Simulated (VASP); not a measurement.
# Pt in VASP: a series of runs

The runs below take Pt through single point, with PBE.

All numbers are computed with VASP 6.6.1; they aren't measurements. Logs are shortened: lines on timing, memory, paths and dates and some standing lists are left out, and cuts for length are marked.

## (1) The cell of the first run

The cell holds a slab with vacuum, 6 atoms: a = 2.807 Å, b = 2.807 Å, c = 26.461 Å, α = 90.00°, β = 90.00°, γ = 120.00°.

## (2) Single point, PBE

The input, INCAR:

```
SYSTEM = Pt
  ALGO = Fast
  DIPOL = 0.5 0.5 0.500
  EDIFF = 1E-6
  ENCUT = 520
  GGA = PE
  IDIPOL = 3
  ISIF = 2
  ISMEAR = 0
  LASPH = .TRUE.
  LCHARG = .TRUE.
  LDIPOL = .TRUE.
  LELF = .TRUE.
  LREAL = .FALSE.
  LVACPOTAV = .TRUE.
  LVHAR = .TRUE.
  LWAVE = .FALSE.
  NBANDS = 39
  NELM = 60
  PREC = Accurate
  SIGMA = 0.1
```

The input, KPOINTS:

```
k-points
0
G
  12 12 1
  0 0 0
```

The input, POSCAR:

```
Pt
1.0
    2.8072933478      0.0000000000      0.0000000000
   -1.4036466739      2.4311873550      0.0000000000
    0.0000000000      0.0000000000     26.4607271005
Pt
6
Direct
    0.6666666667      0.3333333333      0.2834389233
    0.3333333333      0.6666666667      0.3700633540
    0.0000000000      0.0000000000      0.4566877847
    0.6666666667      0.3333333333      0.5433122153
    0.3333333333      0.6666666667      0.6299366460
    0.0000000000      0.0000000000      0.7165610767
```

Potentials or basis: VASP PAW PBE potentials, release 64 (Pt).

Started as:

```sh
$ cat potpaw_PBE.64/Pt/POTCAR > POTCAR
$ mpirun -np 1 vasp_std > vasp.out
```

OUTCAR:

```text
SYSTEM = Pt
   EDIFF = 1E-6
   ENCUT = 520
   GGA = PE
   ISIF = 2
   ISMEAR = 0
   LASPH = .TRUE.
   LREAL = .FALSE.
   NELM = 60
   PREC = Accurate

 ion  position               nearest neighbor table
   1  0.667  0.333  0.283-   2 2.81   2 2.81   2 2.81
   2  0.333  0.667  0.370-   1 2.81   3 2.81   1 2.81   3 2.81   3 2.81   1 2.81
   3  0.000  0.000  0.457-   4 2.81   4 2.81   4 2.81   2 2.81   2 2.81   2 2.81
   4  0.667  0.333  0.543-   3 2.81   3 2.81   3 2.81   5 2.81   5 2.81   5 2.81
   5  0.333  0.667  0.630-   4 2.81   4 2.81   6 2.81   6 2.81   6 2.81   4 2.81
   6  0.000  0.000  0.717-   5 2.81   5 2.81   5 2.81

  LATTYP: Found a hexagonal cell.
 ALAT       =     2.8072933478
 C/A-ratio  =     9.4257079052

  Lattice vectors:

 A1 = (   2.8072933478,   0.0000000000,   0.0000000000)
 A2 = (  -1.4036466739,   2.4311873550,   0.0000000000)
 A3 = (   0.0000000000,   0.0000000000,  26.4607271005)

Analysis of symmetry for initial positions (statically):
=====================================================================
 Subroutine PRICEL returns:
 Original cell was already a primitive cell.

 Routine SETGRP: Setting up the symmetry group for a
 hexagonal supercell.

 Subroutine GETGRP returns: Found 12 space group operations
 (whereof  6 operations were pure point group operations)
 out of a pool of 24 trial point group operations.

The static configuration has the point symmetry C_3v.
 The point group associated with its full space group is D_3d.

Analysis of symmetry for dynamics (positions and initial velocities):
=====================================================================
 Subroutine PRICEL returns:
 Original cell was already a primitive cell.

 Routine SETGRP: Setting up the symmetry group for a
 hexagonal supercell.

 Subroutine GETGRP returns: Found 12 space group operations
 (whereof  6 operations were pure point group operations)
 out of a pool of 24 trial point group operations.

The dynamic configuration has the point symmetry C_3v.
 The point group associated with its full space group is D_3d.

 Subroutine INISYM returns: Found 12 space group operations
 (whereof  6 operations are pure point group operations),
 and found     1 'primitive' translations

----------------------------------------------------------------------------------------

                                     Primitive cell

  volume of cell :     180.5959

  direct lattice vectors                    reciprocal lattice vectors
     2.807293348  0.000000000  0.000000000     0.356215000  0.205660826  0.000000000
    -1.403646674  2.431187355  0.000000000     0.000000000  0.411321652  0.000000000
     0.000000000  0.000000000 26.460727101     0.000000000  0.000000000  0.037791856

  length of vectors
     2.807293348  2.807293348 26.460727101     0.411321652  0.411321652  0.037791856

  position of ions in fractional coordinates (direct lattice)
     0.666666667  0.333333333  0.283438923
     0.333333333  0.666666667  0.370063354
     0.000000000  0.000000000  0.456687785
     0.666666667  0.333333333  0.543312215
     0.333333333  0.666666667  0.629936646
     0.000000000  0.000000000  0.716561077

  ion indices of the primitive-cell ions
   primitive index   ion index
                 1           1
                 2           2
                 3           3
                 4           4
                 5           5
                 6           6

----------------------------------------------------------------------------------------

 KPOINTS: k-points

Automatic generation of k-mesh.
 Grid dimensions read from file:
 generate k-points for:   12   12    1

 Generating k-lattice:

  Cartesian coordinates                     Fractional coordinates (reciprocal lattice)
     0.029684583  0.017138402  0.000000000     0.083333333  0.000000000  0.000000000
     0.000000000  0.034276804  0.000000000     0.000000000  0.083333333  0.000000000
     0.000000000  0.000000000  0.037791856     0.000000000  0.000000000  1.000000000

  Length of vectors
     0.034276804  0.034276804  0.037791856

  Shift w.r.t. Gamma in fractional coordinates (k-lattice)
     0.000000000  0.000000000  0.000000000

 Subroutine IBZKPT returns following result:
 ===========================================

 Found     19 irreducible k-points:

 Following reciprocal coordinates:
            Coordinates               Weight
  0.000000  0.000000  0.000000      1.000000
  0.083333 -0.000000  0.000000      6.000000
  0.166667 -0.000000  0.000000      6.000000
  0.250000  0.000000  0.000000      6.000000
  0.333333  0.000000  0.000000      6.000000
  0.416667 -0.000000  0.000000      6.000000
[... 11 lines left out ...]
  0.333333  0.250000  0.000000     12.000000
  0.333333  0.333333  0.000000      2.000000
   k-points           NKPTS =     19   k-points in BZ     NKDIM =     19   number of bands    NBANDS=     39
   number of dos      NEDOS =    301   number of ions     NIONS =      6
   total plane-waves  NPLWV = 115200
   dimension x,y,z NGX =    24 NGY =   24 NGZ =  200
   dimension x,y,z NGXF=    48 NGYF=   48 NGZF=  400
   ions per type =               6
   NGX,Y,Z   is equivalent  to a cutoff of  14.21, 14.21, 12.57 a.u.
   NGXF,Y,Z  is equivalent  to a cutoff of  28.43, 28.43, 25.13 a.u.
 SYSTEM =  Pt
   PREC   = accura    normal or accurate (medium, high low for compatibility)
   ISTART =      0    job   : 0-new  1-cont  2-samecut
   ICHARG =      2    charge: 1-file 2-atom 10-const
   ISPIN  =      1    spin polarized calculation?
   LNONCOLLINEAR =      F non collinear calculations
   LSORBIT =      F    spin-orbit coupling
   LASPH  =      T    aspherical Exc in radial PAW
   ENCUT  =  520.0 eV  38.22 Ry    6.18 a.u.   5.22  5.22 49.20*2*pi/ulx,y,z
   NELM   =     60;   NELMIN=  2; NELMDL= -5     # of ELM steps
   EDIFF  = 0.1E-05   stopping-criterion for ELM
   LREAL  =      F    real-space projection
   EDIFFG = 0.1E-04   stopping-criterion for IOM
   NSW    =      0    number of steps for IOM
   IBRION =     -1    ionic relax: 0-MD 1-quasi-New 2-CG
   NFREE  =      0    steps in history (QN), initial steepest desc. (CG)
   ISIF   =      2    stress and relaxation
   ISYM   =      2    0-nonsym 1-usesym 2-fastsym
   POTIM  = 0.5000    time-step for ionic-motion
   TEBEG  =    0.0;   TEEND  =   0.0 temperature during run
   PSTRESS=    0.0 pullay stress
   NELECT =      60.0000    total number of electrons
   NUPDOWN=      -1.0000    fix difference up-down
   EMIN   =  10.00;   EMAX   =-10.00  energy-range for DOS
   EFERMI =   0.00;   METHOD = LEGACY
   ISMEAR =     0;   SIGMA  =   0.10  broadening in eV -4-tet -1-fermi 0-gaus
   EFERMI_NEDOS =   21; number of points for ismear=-14 and -15
   IALGO  =     68    algorithm
   IMIX   =      4    mixing-type and parameters
     AMIX     =   0.40;   BMIX     =  1.00
     AMIX_MAG =   1.60;   BMIX_MAG =  1.00
  volume/ion in A,a.u.               =      30.10       203.12
  Fermi-wavevector in a.u.,A,eV,Ry     =   1.133851  2.142667 17.491890  1.285618
  Thomas-Fermi vector in A             =   2.270554
   LORBIT       =      0    0 simple, 1 ext, 2 COOP (PROOUT), +10 PAW based schemes
   GGA     = PE    functional components
   LHFCALC =     F    Hartree Fock is set to
   AEXX    =    0.0000 exact exchange contribution
   IVDW    =     0    specifies the selected vdW correction
   LEPSILON=     F    determine dielectric tensor
   LRPA    =     F    only Hartree local field effects (RPA)
 non-spin polarized calculation
 RMM-DIIS sequential band-by-band and
 Gauss-broadening in eV      SIGMA  =   0.10
  energy-cutoff  :      520.00
  volume of cell :      180.60
 maximum number of plane-waves:      4912
 NGX is ok and might be reduce to    24

 number of electron      59.9999995 magnetization

 dipolmoment           0.000000      0.000000      0.000000 electrons x Angstroem

 Free energy of the ion-electron system (eV)
  ---------------------------------------------------
  ext. energy  EPLUGINS =         0.00000000
  ---------------------------------------------------
  free energy    TOTEN  =       -35.37675448 eV

  energy without entropy =      -35.31906931  energy(sigma->0) =      -35.34791189

 E-fermi :   2.6972     XC(G=0):  -7.5677

 val. band max:        2.6948633884   @ k =   0.4167   0.0833   0.0000
 cond. band min:       2.7104349440   @ k =   0.4167  -0.0000   0.0000
 fundamental gap:      0.0155715556
 Fermi energy:         2.6972149068

 k-point     1 :       0.0000    0.0000    0.0000
  band No.  band energies     occupation
      1      -6.8447      2.00000
      2      -6.1173      2.00000
      3      -5.1926      2.00000
      4      -4.4462      2.00000
      5      -4.0553      2.00000
      6      -4.0195      2.00000
[... 31 lines left out ...]
     38       8.1403      0.00000
     39       8.2595      0.00000

 k-point     2 :       0.0833   -0.0000    0.0000
  band No.  band energies     occupation
      1      -6.6086      2.00000
      2      -5.8873      2.00000
      3      -4.9641      2.00000
      4      -4.2177      2.00000
      5      -3.8338      2.00000
      6      -3.7930      2.00000
[... 31 lines left out ...]
     38       8.3186      0.00000
     39       8.3823      0.00000

 k-point     3 :       0.1667   -0.0000    0.0000
  band No.  band energies     occupation
      1      -5.9439      2.00000
      2      -5.2550      2.00000
      3      -4.3599      2.00000
      4      -3.6317      2.00000
      5      -3.2620      2.00000
      6      -3.2047      2.00000
[... 622 lines left out ...]
 k-point    18 :       0.3333    0.2500    0.0000
  band No.  band energies     occupation
      1      -3.0084      2.00000
      2      -2.9289      2.00000
      3      -2.5945      2.00000
      4      -2.5206      2.00000
      5      -2.3188      2.00000
      6      -2.2373      2.00000
[... 31 lines left out ...]
     38       9.2857      0.00000
     39       9.3411      0.00000

 k-point    19 :       0.3333    0.3333    0.0000
  band No.  band energies     occupation
      1      -2.6590      2.00000
      2      -2.6590      2.00000
      3      -2.6497      2.00000
      4      -2.2804      2.00000
      5      -2.1879      2.00000
      6      -2.1879      2.00000
[... 31 lines left out ...]
     38       9.2716      0.00000
     39       9.2945      0.00000

------------------------ aborting loop because EDIFF is reached ----------------------------------------

  FORCE on cell =-STRESS in cart. coord.  units (eV):
  Direction    XX          YY          ZZ          XY          YZ          ZX
  --------------------------------------------------------------------------------------
  -------------------------------------------------------------------------------------
  Total       -4.5514377     -4.5514377     -0.2862072      0.0000000      0.0000000      0.0000000
  in kB      -40.3785937    -40.3785937     -2.5391197      0.0000000      0.0000000      0.0000000
  external PRESSURE =     -27.7654357 kB  Pullay stress =       0.0000000 kB

 VOLUME and BASIS-vectors are now :
 -----------------------------------------------------------------------------
  energy-cutoff  :      520.00
  volume of cell :      180.60
      direct lattice vectors                 reciprocal lattice vectors
     2.807293348  0.000000000  0.000000000     0.356215000  0.205660826  0.000000000
    -1.403646674  2.431187355  0.000000000     0.000000000  0.411321652  0.000000000
     0.000000000  0.000000000 26.460727101     0.000000000  0.000000000  0.037791856

 POSITION                                       TOTAL-FORCE (eV/Angst)
 -----------------------------------------------------------------------------------
      1.40365      0.81040      7.50000         0.000000     -0.000000     -0.106217
     -0.00000      1.62079      9.79215         0.000000     -0.000000      0.213401
      0.00000      0.00000     12.08429         0.000000      0.000000     -0.016274
      1.40365      0.81040     14.37644        -0.000000     -0.000000      0.016274
     -0.00000      1.62079     16.66858        -0.000000      0.000000     -0.213401
      0.00000      0.00000     18.96073        -0.000000      0.000000      0.106217
 -----------------------------------------------------------------------------------
    total drift:                               -0.000000      0.000000      0.000000

  FREE ENERGIE OF THE ION-ELECTRON SYSTEM (eV)
  ---------------------------------------------------
  free  energy   TOTEN  =       -35.3767544801 eV

  energy  without entropy=      -35.3190693062  energy(sigma->0) =      -35.34791189

 vacuum level on the upper side and lower side of the slab         8.425         8.425
```

It took 3.2 min on 1 thread of Intel Xeon 6975P-C (Granite Rapids), shared host; peak memory 0.38 GiB.

Results:

```
Free energy            : -35.3768 eV
Largest force          : 0.213 eV/Å
Band gap on the k mesh : zero (band 30 reaches 3.28 eV, above the bottom of band 31 at 1.87 eV)
```

Forces on the atoms (eV/Å):
```
Pt   0.000  0.000 -0.106
Pt   0.000  0.000  0.213
Pt   0.000  0.000 -0.016
Pt   0.000  0.000  0.016
Pt   0.000  0.000 -0.213
Pt   0.000  0.000  0.106
```

Caveat: spin-orbit coupling is left out, which moves the levels of the heavy elements.

## (3) Single point, PBE

This run uses another cell than the first one: it holds 5 atoms, not 6.

The input, INCAR:

```
SYSTEM = Pt
  PREC = Accurate
  ENCUT = 520
  EDIFF = 1E-7
  ISMEAR = 0
  SIGMA = 0.1
  LREAL = .FALSE.
  LASPH = .TRUE.
  NELM = 100
  ALGO = Normal
  ISIF = 2
  LWAVE = .FALSE.
  LCHARG = .TRUE.
  LDIPOL = .TRUE.
  IDIPOL = 3
  DIPOL = 0.5 0.5 0.500
  GGA = PE
  LELF = .TRUE.
  LVHAR = .TRUE.
  LVACPOTAV = .TRUE.
  NBANDS = 33
```

The input, KPOINTS:

```
regular mesh
0
G
  12 12 1
  0 0 0
```

The input, POSCAR:

```
Pt
1.0
    2.8072933478      0.0000000000      0.0000000000
   -1.4036466739      2.4311873550      0.0000000000
    0.0000000000      0.0000000000     24.1685816804
Pt
5
Direct
    0.6666666667      0.3333333333      0.3103202372
    0.3333333333      0.6666666667      0.4051601186
    0.0000000000      0.0000000000      0.5000000000
    0.6666666667      0.3333333333      0.5948398814
    0.3333333333      0.6666666667      0.6896797628
```

Potentials or basis: VASP PAW PBE potentials, release 64 (Pt).

Started as:

```sh
$ cat potpaw_PBE.64/Pt/POTCAR > POTCAR
$ mpirun -np 1 vasp_std > vasp.out
```

Run time: 2.1 min. Hardware: 1 thread of Intel Xeon 6975P-C (Granite Rapids), shared host; peak memory 0.33 GiB.

Results (log left out):

| Property | Result |
| --- | --- |
| Free energy | -29.2490 eV |
| Largest force | 0.254 eV/Å |
| Band gap on the k mesh | zero (band 25 reaches 2.54 eV, above the bottom of band 26 at 1.11 eV) |

Forces on the atoms (eV/Å):
```
Pt   0.000  0.000 -0.092
Pt   0.000  0.000  0.254
Pt   0.000  0.000  0.000
Pt   0.000  0.000 -0.254
Pt   0.000  0.000  0.092
```

Levels at points of the mesh, in eV from the Fermi level:
| k point | band 21 | band 22 | band 23 | band 24 | band 25 | band 26 | band 27 | band 28 | band 29 | band 30 |
| --- | --- | --- | --- | --- | --- | --- | --- | --- | --- | --- |
| (0.00, 0.00, 0.00) | -1.56 | -1.39 | -1.39 | -0.94 | -0.94 | -0.31 | -0.31 | -0.09 | 0.00 | 0.00 |
| (0.50, 0.00, 0.00) | 0.07 | 0.17 | 0.30 | 0.54 | 0.56 | 0.73 | 2.14 | 2.48 | 2.89 | 2.99 |

Caveat: spin-orbit coupling is left out, which moves the levels of the heavy elements.

[end of part 1 of 2]
